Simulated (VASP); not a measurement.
# Si2W in VASP: single point with PBE+D3(BJ)

Aim: the single point of Si2W with PBE+D3(BJ).

Program: VASP 6.6.1. These are calculated values, not measurements. Logs are shortened: lines on timing, memory, paths and dates and some standing lists are left out, and cuts for length are marked.

## 1. The cell of the first run

The cell holds a slab with vacuum, 24 atoms: a = 6.386 Å, b = 6.386 Å, c = 23.486 Å, α = 90.00°, β = 90.00°, γ = 90.00°.

## 2. Single point, PBE+D3(BJ)

The input, INCAR:

```
PREC = Accurate ; ENCUT = 520
EDIFF = 1E-6 ; ISMEAR = 0
SIGMA = 0.1 ; LREAL = Auto
LASPH = True ; NELM = 80
ALGO = Normal ; ISIF = 2
LWAVE = False ; LCHARG = False
LDIPOL = True ; IDIPOL = 3
DIPOL = 0.5 0.5 0.499 ; GGA = PE
IVDW = 12 ; NBANDS = 106
```

The input, KPOINTS:

```
regular mesh
0
Gamma
  5 5 1
```

The input, POSCAR:

```
Si2W
1.0
    6.3860900455      0.0000000000      0.0000000000
    0.0000000000      6.3860900455      0.0000000000
    0.0000000000      0.0000000000     23.4863474054
Si W
16 8
Direct
    0.5000000000      0.0000000000      0.3619123848
    0.5000000000      0.5000000000      0.3619123848
    0.0000000000      0.0000000000      0.3619123848
    0.0000000000      0.5000000000      0.3619123848
    0.5000000000      0.0000000000      0.4720697788
    0.5000000000      0.5000000000      0.4720697788
    0.0000000000      0.0000000000      0.4720697788
    0.0000000000      0.5000000000      0.4720697788
    0.7500000000      0.7500000000      0.5258187333
    0.7500000000      0.2500000000      0.5258187333
    0.2500000000      0.7500000000      0.5258187333
    0.2500000000      0.2500000000      0.5258187333
    0.7500000000      0.7500000000      0.6351801474
    0.7500000000      0.2500000000      0.6351801474
    0.2500000000      0.7500000000      0.6351801474
    0.2500000000      0.2500000000      0.6351801474
    0.2500000000      0.7500000000      0.4169910818
    0.2500000000      0.2500000000      0.4169910818
    0.7500000000      0.7500000000      0.4169910818
    0.7500000000      0.2500000000      0.4169910818
    0.5000000000      0.5000000000      0.5807351467
    0.5000000000      0.0000000000      0.5807351467
    0.0000000000      0.5000000000      0.5807351467
    0.0000000000      0.0000000000      0.5807351467
```

Potentials or basis: VASP PAW PBE potentials, release 64 (Si, W_sv).

The run is started by

```console
$ cat potpaw_PBE.64/Si/POTCAR potpaw_PBE.64/W_sv/POTCAR > POTCAR
$ mpirun -np 1 vasp_std > vasp.out
```

OUTCAR:

```text
PREC = Accurate
   ENCUT = 520
   EDIFF = 1E-6
   ISMEAR = 0
   LREAL = Auto
   LASPH = True
   NELM = 80
   ISIF = 2
   GGA = PE
   IVDW = 12
 IVDW          = 12

 ion  position               nearest neighbor table
   1  0.500  0.000  0.362-   5 2.59  17 2.60  18 2.60  19 2.60  20 2.60
   2  0.500  0.500  0.362-   6 2.59  17 2.60  18 2.60  19 2.60  20 2.60
   3  0.000  0.000  0.362-   7 2.59  17 2.60  18 2.60  19 2.60  20 2.60
   4  0.000  0.500  0.362-   8 2.59  17 2.60  18 2.60  19 2.60  20 2.60
   5  0.500  0.000  0.472-  22 2.55  10 2.59  11 2.59  12 2.59   9 2.59   1 2.59  18 2.60  19 2.60
                            20 2.60  17 2.60
   6  0.500  0.500  0.472-  21 2.55  10 2.59  11 2.59  12 2.59   9 2.59   2 2.59  18 2.60  19 2.60
                            20 2.60  17 2.60
   7  0.000  0.000  0.472-  24 2.55  10 2.59  11 2.59  12 2.59   9 2.59   3 2.59  18 2.60  19 2.60
                            20 2.60  17 2.60
   8  0.000  0.500  0.472-  23 2.55  10 2.59  11 2.59  12 2.59   9 2.59   4 2.59  18 2.60  19 2.60
                            20 2.60  17 2.60
   9  0.750  0.750  0.526-  19 2.56  13 2.57   7 2.59   8 2.59   5 2.59   6 2.59  21 2.60  22 2.60
                            23 2.60  24 2.60
  10  0.750  0.250  0.526-  20 2.56  14 2.57   7 2.59   8 2.59   5 2.59   6 2.59  21 2.60  22 2.60
                            23 2.60  24 2.60
  11  0.250  0.750  0.526-  17 2.56  15 2.57   7 2.59   8 2.59   5 2.59   6 2.59  21 2.60  22 2.60
[... 30 lines left out ...]
 A1 = (   6.3860900455,   0.0000000000,   0.0000000000)
 A2 = (   0.0000000000,   6.3860900455,   0.0000000000)
 A3 = (   0.0000000000,   0.0000000000,  23.4863474054)

Analysis of symmetry for initial positions (statically):
=====================================================================
 Subroutine PRICEL returns following result:

  LATTYP: Found a simple tetragonal cell.
 ALAT       =     3.1930450227
 C/A-ratio  =     7.3554701666

  Lattice vectors:

 A1 = (   3.1930450227,   0.0000000000,   0.0000000000)
 A2 = (   0.0000000000,   3.1930450227,   0.0000000000)
 A3 = (   0.0000000000,   0.0000000000,  23.4863474054)

   4 primitive cells build up your supercell.

 Routine SETGRP: Setting up the symmetry group for a
 simple tetragonal supercell.

 Subroutine GETGRP returns: Found  8 space group operations
 (whereof  8 operations were pure point group operations)
 out of a pool of 16 trial point group operations.

The static configuration has the point symmetry C_4v.

Analysis of symmetry for dynamics (positions and initial velocities):
=====================================================================
 Subroutine PRICEL returns following result:

  LATTYP: Found a simple tetragonal cell.
 ALAT       =     3.1930450227
 C/A-ratio  =     7.3554701666

  Lattice vectors:
[... 120 lines left out ...]
   IALGO  =     38    algorithm
   IMIX   =      4    mixing-type and parameters
     AMIX     =   0.40;   BMIX     =  1.00
     AMIX_MAG =   1.60;   BMIX_MAG =  1.00
  volume/ion in A,a.u.               =      39.91       269.32
  Fermi-wavevector in a.u.,A,eV,Ry     =   0.930716  1.758798 11.785807  0.866232
  Thomas-Fermi vector in A             =   2.057134
   LORBIT       =      0    0 simple, 1 ext, 2 COOP (PROOUT), +10 PAW based schemes
   GGA     = PE    functional components
   LHFCALC =     F    Hartree Fock is set to
   AEXX    =    0.0000 exact exchange contribution
   IVDW    =    12    specifies the selected vdW correction
   LEPSILON=     F    determine dielectric tensor
   LRPA    =     F    only Hartree local field effects (RPA)
 non-spin polarized calculation
 Gauss-broadening in eV      SIGMA  =   0.10
  energy-cutoff  :      520.00
  volume of cell :      957.82
 maximum number of plane-waves:     25835
 NGX is ok and might be reduce to    48
   NGX = 23   NGY = 23   NGZ = 87

 dipolmoment           0.000000      0.000000      0.008689 electrons x Angstroem

 number of electron     175.9999996 magnetization

 dipolmoment           0.000000      0.000000     -0.003852 electrons x Angstroem

 Free energy of the ion-electron system (eV)
  ---------------------------------------------------
  ext. energy  EPLUGINS =         0.00000000
  ---------------------------------------------------
  free energy    TOTEN  =      -185.81762672 eV

  energy without entropy =     -185.73834273  energy(sigma->0) =     -185.77798472

 E-fermi :   1.0157     XC(G=0):  -5.0953

 val. band max:        0.9810677462   @ k =   0.4000   0.0000   0.0000
 cond. band min:       1.0304863547   @ k =   0.2000   0.0000   0.0000
 fundamental gap:      0.0494186085
 Fermi energy:         1.0156891621

 k-point     1 :       0.0000    0.0000    0.0000
  band No.  band energies     occupation
      1     -72.6541      2.00000
      2     -72.6526      2.00000
      3     -72.6459      2.00000
      4     -72.6459      2.00000
      5     -72.6443      2.00000
      6     -72.6443      2.00000
[... 607 lines left out ...]
     99       2.7670      0.00000
    100       2.7670      0.00000
 [bands above 100 left out]

------------------------ aborting loop because EDIFF is reached ----------------------------------------

 vacuum level on the upper side and lower side of the slab       (xc-potential included)        -0.100        -0.087

 Edisp (eV)   -9.84034

 E8    (eV) :    -4.6237

  FORCE on cell =-STRESS in cart. coord.  units (eV):
  Direction    XX          YY          ZZ          XY          YZ          ZX
  --------------------------------------------------------------------------------------
  -------------------------------------------------------------------------------------
  Total      -2.26249    -2.26249    -1.25201     0.00000     0.00000     0.00000
  in kB      -3.78453    -3.78453    -2.09427     0.00000     0.00000     0.00000
  external pressure =       -3.22 kB  Pullay stress =        0.00 kB

 VOLUME and BASIS-vectors are now :
 -----------------------------------------------------------------------------
  energy-cutoff  :      520.00
  volume of cell :      957.82
      direct lattice vectors                 reciprocal lattice vectors
     6.386090045  0.000000000  0.000000000     0.156590338  0.000000000  0.000000000
     0.000000000  6.386090045  0.000000000     0.000000000  0.156590338  0.000000000
     0.000000000  0.000000000 23.486347405     0.000000000  0.000000000  0.042577928

 POSITION                                       TOTAL-FORCE (eV/Angst)
 -----------------------------------------------------------------------------------
      3.19305      0.00000      8.50000         0.000000     -0.000000      0.105785
      3.19305      3.19305      8.50000         0.000000     -0.000000      0.105785
      0.00000      0.00000      8.50000         0.000000     -0.000000      0.105785
      0.00000      3.19305      8.50000         0.000000      0.000000      0.105785
      3.19305      0.00000     11.08719         0.000000     -0.000000     -0.115569
      3.19305      3.19305     11.08719         0.000000     -0.000000     -0.115569
[... 16 lines left out ...]
      0.00000      3.19305     13.63935         0.000000      0.000000     -0.013544
      0.00000      0.00000     13.63935        -0.000000      0.000000     -0.013544
 -----------------------------------------------------------------------------------
    total drift:                                0.000000      0.000000      0.004034

  FREE ENERGIE OF THE ION-ELECTRON SYSTEM (eV)
  ---------------------------------------------------
  free  energy   TOTEN  =      -195.6579624608 eV

  energy  without entropy=     -195.5786784699  energy(sigma->0) =     -195.61832047

 vacuum level on the upper side and lower side of the slab         5.456         5.470
```

OSZICAR:

```text
N       E                     dE             d eps       ncg     rms          rms(c)
DAV:   1     0.156554104663E+04    0.15655E+04   -0.93271E+04  1536   0.142E+03
DAV:   2    -0.980475060510E+02   -0.16636E+04   -0.16247E+04  1492   0.364E+02
DAV:   3    -0.191045656113E+03   -0.92998E+02   -0.88827E+02  1568   0.825E+01
[... 21 lines left out ...]
DAV:  25    -0.185817610831E+03   -0.18457E-04   -0.12660E-06   912   0.269E-03    0.256E-03
DAV:  26    -0.185817619818E+03   -0.89866E-05   -0.36432E-07   904   0.199E-03    0.483E-04
DAV:  27    -0.185817624206E+03   -0.43878E-05   -0.13015E-07   872   0.655E-04    0.474E-04
DAV:  28    -0.185817626246E+03   -0.20403E-05   -0.10843E-07   874   0.439E-04    0.544E-04
DAV:  29    -0.185817626718E+03   -0.47236E-06   -0.36792E-08   834   0.376E-04
   1 F= -.19565796E+03 E0= -.19561832E+03  d E =-.792840E-01
```

stdout:

```text
POSCAR found type information on POSCAR SiW
 POSCAR found :  2 types and      24 ions
 scaLAPACK will be used
 LDA part: xc-table for (Slater+PW92), standard interpolation
 POSCAR, INCAR and KPOINTS ok, starting setup
 FFT: planning ... GRIDC
 FFT: planning ... GRID_SOFT
 FFT: planning ... GRID
 WAVECAR not read
 entering main loop
```

It took 42 min on 1 thread of Intel Xeon 8259CL, shared host; peak memory 1 GiB.

Results:

```yaml
Free_energy: -195.6580 eV
Largest_force: 0.116 eV/Å
Band_gap_on_the_k_mesh: zero (bands 88 and 89 overlap by 0.12 eV)
Dispersion_energy_per_atom: -0.410 eV
```

Forces on the atoms (eV/Å):
```
Si   0.000  0.000  0.106
Si   0.000  0.000  0.106
Si   0.000  0.000  0.106
Si   0.000  0.000  0.106
Si   0.000  0.000 -0.116
Si   0.000  0.000 -0.116
Si   0.000  0.000 -0.116
Si   0.000  0.000 -0.116
Si   0.000  0.000  0.003
Si   0.000  0.000  0.003
Si   0.000  0.000  0.003
Si   0.000  0.000  0.003
Si   0.000  0.000  0.010
Si   0.000  0.000  0.010
Si   0.000  0.000  0.010
Si   0.000  0.000  0.010
W    0.000  0.000  0.010
W    0.000  0.000  0.010
W    0.000  0.000  0.010
W    0.000  0.000  0.010
W    0.000  0.000 -0.014
W    0.000  0.000 -0.014
W    0.000  0.000 -0.014
W    0.000  0.000 -0.014
```

Caveat: spin-orbit coupling is left out, which moves the levels of the heavy elements.

The gap in the log of VASP goes by the Fermi energy; the results here count the filled bands.